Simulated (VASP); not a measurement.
# AlN (P6_3mc) in VASP: further runs

AlN is run at these levels: r2SCAN; tasks: single point.

Program: VASP 6.6.1. These are calculated values, not measurements. Logs are shortened: lines on timing, memory, paths and dates and some standing lists are left out, and cuts for length are marked.

### 1 The cell of the first run

It takes space group P6_3mc (No. 186, hexagonal). The conventional cell has a = 3.183 Å, b = 3.183 Å, c = 4.835 Å, α = 90.00°, β = 90.00°, γ = 120.00°. Within 2.4 Å of Al (site symmetry 3m) lie 4 N at 1.85 to 1.92 Å. Within 2.4 Å of N (site symmetry 3m) lie 4 Al at 1.85 to 1.92 Å.

### 2 Single point, r2SCAN

POSCAR

```
AlN
1.0
    3.1830984305      0.0000000000      0.0000000000
   -1.5915492152      2.7566441035      0.0000000000
    0.0000000000      0.0000000000      4.8352998849
Al N
2 2
Direct
    0.3333333333      0.6666666667      0.0016926132
    0.6666666667      0.3333333333      0.5016926132
    0.3333333333      0.6666666667      0.3833073868
    0.6666666667      0.3333333333      0.8833073868
```

INCAR.step1

```
  PREC = Accurate
  ENCUT = 520
  ISMEAR = 0
  SIGMA = 0.02
  LREAL = False
  LASPH = True
  NELM = 60
  NBANDS = 16
  GGA = PE
  ALGO = Normal
  EDIFF = 1E-4
  LWAVE = True
  LCHARG = False
```

INCAR.step2

```
  PREC = Accurate
  ENCUT = 520
  EDIFF = 1E-6
  ISMEAR = 0
  SIGMA = 0.02
  LREAL = False
  LASPH = True
  NELM = 60
  ALGO = Normal
  ISIF = 2
  LWAVE = False
  LCHARG = True
  METAGGA = R2SCAN
  LMIXTAU = True
  LELF = True
  LVHAR = True
  NBANDS = 16
  ISTART = 1
```

KPOINTS

```
Automatic mesh
0
Gamma
  9 9 6
```

Potentials or basis: VASP PAW PBE potentials, release 64 (Al, N).

Run with:

```bash
$ cat potpaw_PBE.64/Al/POTCAR potpaw_PBE.64/N/POTCAR > POTCAR
$ cp INCAR.step1 INCAR
$ mpirun -np 1 vasp_std > vasp.out
$ cp INCAR.step2 INCAR
$ mpirun -np 1 vasp_std > vasp.out
```

OUTCAR:

```text
PREC = Accurate
   ENCUT = 520
   EDIFF = 1E-6
   ISMEAR = 0
   LREAL = False
   LASPH = True
   NELM = 60
   ISIF = 2
   METAGGA = R2SCAN
   ISTART = 1

 ion  position               nearest neighbor table
   1  0.333  0.667  0.002-   3 1.85   4 1.92   4 1.92   4 1.92   2 3.04   2 3.04   2 3.04   2 3.04
                             2 3.04   2 3.04
   2  0.667  0.333  0.502-   4 1.85   3 1.92   3 1.92   3 1.92   1 3.04   1 3.04   1 3.04   1 3.04
                             1 3.04   1 3.04
   3  0.333  0.667  0.383-   1 1.85   2 1.92   2 1.92   2 1.92
   4  0.667  0.333  0.883-   2 1.85   1 1.92   1 1.92   1 1.92

  LATTYP: Found a hexagonal cell.
 ALAT       =     3.1830984305
 C/A-ratio  =     1.5190544655

  Lattice vectors:

 A1 = (   3.1830984305,   0.0000000000,   0.0000000000)
 A2 = (  -1.5915492152,   2.7566441035,   0.0000000000)
 A3 = (   0.0000000000,   0.0000000000,   4.8352998849)

Analysis of symmetry for initial positions (statically):
=====================================================================
 Subroutine PRICEL returns:
 Original cell was already a primitive cell.

 Routine SETGRP: Setting up the symmetry group for a
 hexagonal supercell.

 Subroutine GETGRP returns: Found 12 space group operations
 (whereof  6 operations were pure point group operations)
 out of a pool of 24 trial point group operations.

The static configuration has the point symmetry C_3v.
 The point group associated with its full space group is C_6v.

Analysis of symmetry for dynamics (positions and initial velocities):
=====================================================================
 Subroutine PRICEL returns:
 Original cell was already a primitive cell.

 Routine SETGRP: Setting up the symmetry group for a
 hexagonal supercell.

 Subroutine GETGRP returns: Found 12 space group operations
 (whereof  6 operations were pure point group operations)
 out of a pool of 24 trial point group operations.

The dynamic configuration has the point symmetry C_3v.
 The point group associated with its full space group is C_6v.

 Subroutine INISYM returns: Found 12 space group operations
 (whereof  6 operations are pure point group operations),
 and found     1 'primitive' translations

----------------------------------------------------------------------------------------

                                     Primitive cell

  volume of cell :      42.4282

  direct lattice vectors                    reciprocal lattice vectors
     3.183098430  0.000000000  0.000000000     0.314159308  0.181379961  0.000000000
    -1.591549215  2.756644104  0.000000000     0.000000000  0.362759922  0.000000000
     0.000000000  0.000000000  4.835299885     0.000000000  0.000000000  0.206812405

  length of vectors
     3.183098430  3.183098430  4.835299885     0.362759922  0.362759922  0.206812405

  position of ions in fractional coordinates (direct lattice)
     0.333333333  0.666666667  0.001692613
     0.666666667  0.333333333  0.501692613
     0.333333333  0.666666667  0.383307387
     0.666666667  0.333333333  0.883307387

  ion indices of the primitive-cell ions
   primitive index   ion index
                 1           1
                 2           2
                 3           3
                 4           4

----------------------------------------------------------------------------------------

 KPOINTS: Automatic mesh

Automatic generation of k-mesh.
 Grid dimensions read from file:
 generate k-points for:    9    9    6

 Generating k-lattice:

  Cartesian coordinates                     Fractional coordinates (reciprocal lattice)
     0.034906590  0.020153329  0.000000000     0.111111111  0.000000000  0.000000000
     0.000000000  0.040306658  0.000000000     0.000000000  0.111111111  0.000000000
     0.000000000  0.000000000  0.034468734     0.000000000  0.000000000  0.166666667

  Length of vectors
     0.040306658  0.040306658  0.034468734

  Shift w.r.t. Gamma in fractional coordinates (k-lattice)
     0.000000000  0.000000000  0.000000000

 Subroutine IBZKPT returns following result:
 ===========================================

 Found     48 irreducible k-points:

 Following reciprocal coordinates:
            Coordinates               Weight
  0.000000  0.000000  0.000000      1.000000
  0.111111  0.000000  0.000000      6.000000
  0.222222  0.000000  0.000000      6.000000
  0.333333  0.000000  0.000000      6.000000
  0.444444  0.000000  0.000000      6.000000
  0.111111  0.111111  0.000000      6.000000
[... 16 lines left out ...]
  0.333333  0.222222  0.166667     24.000000
  0.333333  0.333333  0.166667      4.000000
 [... further k-points ...]
   k-points           NKPTS =     48   k-points in BZ     NKDIM =     48   number of bands    NBANDS=     16
   number of dos      NEDOS =    301   number of ions     NIONS =      4
   total plane-waves  NPLWV =  20736
   dimension x,y,z NGX =    24 NGY =   24 NGZ =   36
   dimension x,y,z NGXF=    48 NGYF=   48 NGZF=   72
   ions per type =               2   2
   NGX,Y,Z   is equivalent  to a cutoff of  12.53, 12.53, 12.38 a.u.
   NGXF,Y,Z  is equivalent  to a cutoff of  25.07, 25.07, 24.75 a.u.
 SYSTEM =  unknown system
   PREC   = accura    normal or accurate (medium, high low for compatibility)
   ISTART =      1    job   : 0-new  1-cont  2-samecut
   ICHARG =      0    charge: 1-file 2-atom 10-const
   ISPIN  =      1    spin polarized calculation?
   LNONCOLLINEAR =      F non collinear calculations
   LSORBIT =      F    spin-orbit coupling
   LASPH  =      T    aspherical Exc in radial PAW
   ENCUT  =  520.0 eV  38.22 Ry    6.18 a.u.   5.92  5.92  8.99*2*pi/ulx,y,z
   NELM   =     60;   NELMIN=  2; NELMDL=  0     # of ELM steps
   EDIFF  = 0.1E-05   stopping-criterion for ELM
   LREAL  =      F    real-space projection
   EDIFFG = 0.1E-04   stopping-criterion for IOM
   NSW    =      0    number of steps for IOM
   IBRION =     -1    ionic relax: 0-MD 1-quasi-New 2-CG
   NFREE  =      0    steps in history (QN), initial steepest desc. (CG)
   ISIF   =      2    stress and relaxation
   ISYM   =      2    0-nonsym 1-usesym 2-fastsym
   POTIM  = 0.5000    time-step for ionic-motion
   TEBEG  =    0.0;   TEEND  =   0.0 temperature during run
   PSTRESS=    0.0 pullay stress
   NELECT =      16.0000    total number of electrons
   NUPDOWN=      -1.0000    fix difference up-down
   EMIN   =  10.00;   EMAX   =-10.00  energy-range for DOS
   EFERMI =   0.00;   METHOD = LEGACY
   ISMEAR =     0;   SIGMA  =   0.02  broadening in eV -4-tet -1-fermi 0-gaus
   EFERMI_NEDOS =   21; number of points for ismear=-14 and -15
   IALGO  =     38    algorithm
   IMIX   =      4    mixing-type and parameters
     AMIX     =   0.40;   BMIX     =  1.00
     AMIX_MAG =   1.60;   BMIX_MAG =  1.00
  volume/ion in A,a.u.               =      10.61        71.58
  Fermi-wavevector in a.u.,A,eV,Ry     =   1.182760  2.235093 19.033491  1.398922
  Thomas-Fermi vector in A             =   2.319008
   LORBIT       =      0    0 simple, 1 ext, 2 COOP (PROOUT), +10 PAW based schemes
   METAGGA = R2SCAN    functional components
   LHFCALC =     F    Hartree Fock is set to
   AEXX    =    0.0000 exact exchange contribution
   IVDW    =     0    specifies the selected vdW correction
   LEPSILON=     F    determine dielectric tensor
   LRPA    =     F    only Hartree local field effects (RPA)
 non-spin polarized calculation
 Gauss-broadening in eV      SIGMA  =   0.02
  energy-cutoff  :      520.00
  volume of cell :       42.43
 maximum number of plane-waves:      1158
 NGX is ok and might be reduce to    24
   NGX = 11   NGY = 11   NGZ = 17

 number of electron      16.0000003 magnetization

 Free energy of the ion-electron system (eV)
  ---------------------------------------------------
  ext. energy  EPLUGINS =         0.00000000
  ---------------------------------------------------
  free energy    TOTEN  =       -38.33936167 eV

  energy without entropy =      -38.33936167  energy(sigma->0) =      -38.33936167

 E-fermi :   5.9899     XC(G=0): -11.3274

 val. band max:        5.8861569844   @ k =   0.0000   0.0000   0.0000
 cond. band min:      10.4737001580   @ k =   0.0000   0.0000   0.0000
 fundamental gap:      4.5875431736
 Fermi energy:         5.9898591344

 k-point     1 :       0.0000    0.0000    0.0000
  band No.  band energies     occupation
      1     -10.1378      2.00000
      2      -7.8483      2.00000
      3      -0.0962      2.00000
      4       4.6505      2.00000
      5       4.6505      2.00000
      6       5.4692      2.00000
[... 8 lines left out ...]
     15      19.4293      0.00000
     16      20.6148      0.00000

 k-point     2 :       0.1111    0.0000    0.0000
  band No.  band energies     occupation
      1      -9.9907      2.00000
      2      -7.7808      2.00000
      3       0.0817      2.00000
      4       3.9906      2.00000
      5       4.4513      2.00000
      6       4.8218      2.00000
[... 8 lines left out ...]
     15      19.4361      0.00000
     16      19.4378      0.00000

 k-point     3 :       0.2222    0.0000    0.0000
  band No.  band energies     occupation
      1      -9.5749      2.00000
      2      -7.6204      2.00000
      3       0.5968      2.00000
      4       2.5738      2.00000
      5       3.6303      2.00000
      6       4.0418      2.00000
[... 8 lines left out ...]
     15      18.9515      0.00000
     16      18.9961      0.00000
[... 362 lines left out ...]
 k-point    23 :       0.3333    0.2222    0.1667
  band No.  band energies     occupation
      1      -8.1096      2.00000
      2      -7.5961      2.00000
      3       0.7318      2.00000
      4       1.4334      2.00000
      5       2.1673      2.00000
      6       3.3320      2.00000
[... 8 lines left out ...]
     15      19.2698      0.00000
     16      21.3981      0.00000

 k-point    24 :       0.3333    0.3333    0.1667
  band No.  band energies     occupation
      1      -7.7751      2.00000
      2      -7.7751      2.00000
      3       0.9928      2.00000
      4       1.5453      2.00000
      5       1.5453      2.00000
      6       3.2386      2.00000
[... 8 lines left out ...]
     15      19.5400      0.00000
     16      21.3927      0.00000

 [... further k-points ...]

------------------------ aborting loop because EDIFF is reached ----------------------------------------

  FORCE on cell =-STRESS in cart. coord.  units (eV):
  Direction    XX          YY          ZZ          XY          YZ          ZX
  --------------------------------------------------------------------------------------
  -------------------------------------------------------------------------------------
  Total       -3.0439486     -3.0439486      2.8468653     -0.0000000      0.0000000     -0.0000000
  in kB     -114.9459620   -114.9459620    107.5036782     -0.0000000      0.0000000     -0.0000000
  external PRESSURE =     -40.7960819 kB  Pullay stress =       0.0000000 kB

 VOLUME and BASIS-vectors are now :
 -----------------------------------------------------------------------------
  energy-cutoff  :      520.00
  volume of cell :       42.43
      direct lattice vectors                 reciprocal lattice vectors
     3.183098430  0.000000000  0.000000000     0.314159308  0.181379961  0.000000000
    -1.591549215  2.756644104  0.000000000     0.000000000  0.362759922  0.000000000
     0.000000000  0.000000000  4.835299885     0.000000000  0.000000000  0.206812405

 POSITION                                       TOTAL-FORCE (eV/Angst)
 -----------------------------------------------------------------------------------
     -0.00000      1.83776      0.00818         0.000000      0.000000     -0.713537
      1.59155      0.91888      2.42583        -0.000000     -0.000000     -0.713537
     -0.00000      1.83776      1.85341        -0.000000     -0.000000      0.713537
      1.59155      0.91888      4.27106        -0.000000     -0.000000      0.713537
 -----------------------------------------------------------------------------------
    total drift:                               -0.000000      0.000000     -0.022088

  FREE ENERGIE OF THE ION-ELECTRON SYSTEM (eV)
  ---------------------------------------------------
  free  energy   TOTEN  =       -38.3393616660 eV

  energy  without entropy=      -38.3393616660  energy(sigma->0) =      -38.33936167
```

Wall time 1.7 min (1 thread of Intel Xeon 8259CL, shared host); peak memory 0.17 GiB.

What came out:

```
Free energy            : -38.3394 eV
Pressure               : -4.1 GPa
Largest force          : 0.714 eV/Å
Band gap on the k mesh : 4.59 eV, direct
```

Forces in eV/Å, atoms in the order of the input:
```
Al   0.000  0.000 -0.714
Al   0.000  0.000 -0.714
N    0.000  0.000  0.714
N    0.000  0.000  0.714
```

Stress tensor (GPa, compression positive):
```
-11.49   0.00   0.00
  0.00 -11.49   0.00
  0.00   0.00  10.75
```

Levels at points of the mesh, in eV from the valence-band top:
```
           k point  band 6  band 7  band 8  band 9  band 10  band 11
(0.00, 0.00, 0.00)   -0.42   -0.42    0.00    4.59     6.72    11.25
(0.00, 0.00, 0.50)   -0.84   -0.84   -0.84    6.71     6.71    11.25
```

Caveat: the PAW data sets were made with another functional, which shifts forces and pressure a little. r2SCAN opens gaps a little over a GGA but as a rule still falls short of measured ones.

(Continued in part 2 of 2.)
